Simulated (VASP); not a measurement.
CdS: single point with PBEsol

CdS:

```
CELL_PARAMETERS angstrom
4.26117 0.00000 0.00000
-2.13058 3.69028 0.00000
0.00000 0.00000 5.80417
ATOMIC_POSITIONS crystal
Cd 0.00000 0.00000 0.44269
S 0.66667 0.33333 0.43431
```

* Program: VASP 6.6.1
* Task: single point
* Functional: PBEsol
* Potentials or basis: VASP PAW PBE potentials, release 64 (Cd, S)
* Cutoff: 500 eV
* k mesh: 6 × 6 × 2
* Occupations: gaussian, width 0.01 eV
* Spin: no spin polarisation

```yaml
Pressure: -1.3 GPa
Largest_force: 0.014 eV/Å
Band_gap_on_the_k_mesh: 1.42 eV
```

Forces on the atoms (eV/Å):
```
Cd   0.000  0.000 -0.014
S    0.000  0.000  0.014
```

Stress tensor (GPa, compression positive):
```
-1.94  0.00  0.00
 0.00 -1.94  0.00
 0.00  0.00  0.03
```

Levels at points of the mesh, in eV from the valence-band top:
```tsv
k point	band 5	band 6	band 7	band 8	band 9	band 10	band 11	band 12	band 13	band 14
(0.00, 0.00, 0.00)	-7.12	-6.91	-1.05	0.00	0.00	1.42	5.68	6.85	6.85	6.98
(0.50, 0.00, 0.00)	-7.14	-6.74	-3.63	-1.32	-0.15	3.64	5.12	6.83	7.51	10.13
(0.00, 0.00, 0.50)	-7.12	-6.90	-1.26	0.00	0.00	1.68	5.14	6.90	6.90	9.29
(0.50, 0.00, 0.50)	-7.14	-6.74	-3.60	-1.31	-0.25	3.79	4.27	7.86	7.96	10.05
```

Run time: 18 s on 1 thread of Intel(R) Xeon(R) Platinum 8259CL CPU @ 2.50GHz (Skylake/Cascade Lake) (shared host), peak memory 0.2 GiB.

Caveat: the k points lie up to 0.54 Å⁻¹ apart; the PAW data sets were made with another functional, which shifts forces and pressure a little. A k mesh can miss the band edges.
